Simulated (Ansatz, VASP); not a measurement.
LaSb4Pd in VASP and in Ansatz

```
La Sb Pd
1.0
     4.86252    0.00000    0.00000
     0.00000    4.86252    0.00000
     0.00000    0.00000    7.54656
La Sb Pd
1 4 1
Direct
  0.00000 0.00000 0.50000
  0.50000 0.00000 0.20156
  0.50000 0.00000 0.79844
  0.00000 0.50000 0.79844
  0.00000 0.50000 0.20156
  0.50000 0.50000 0.00000
```

Change from the starting cell: species swapped into the CaSnF4 type (P4/mmm, No. 123).

Alike in both runs: functional PBE; k mesh 4 × 4 × 4; occupations gaussian, width 0.1 eV; no spin polarisation.

Ansatz relaxed the structure, and its values are those at the end. VASP's run is a single point on that final structure, the one shown.

```csv
,VASP,Ansatz
version,VASP 6.6.1,Ansatz 0.2.0
potentials or method,"VASP PAW PBE potentials, release 64 (La, Sb, Pd), cutoff 520 eV","scalar-relativistic, plane waves, PAW"
valence electrons in the cell,41,89
```

```csv
,VASP,Ansatz,Ansatz less VASP
gap on the k mesh at the Fermi level (eV),none,none,-
pressure (GPa),-0.2,-0.2,+0.08
rms of the force components (eV/Å),0.003,0.010,+0.0071
```

A gap of «none» marks a metal or a gap that the smearing closes. The functional is the same, so the differences come from potentials, cutoffs and numerics. VASP's potentials hold 41 valence electrons a cell and Ansatz's 89, so a difference there can come from the potentials and not from the codes.

Spin-orbit coupling is off throughout.
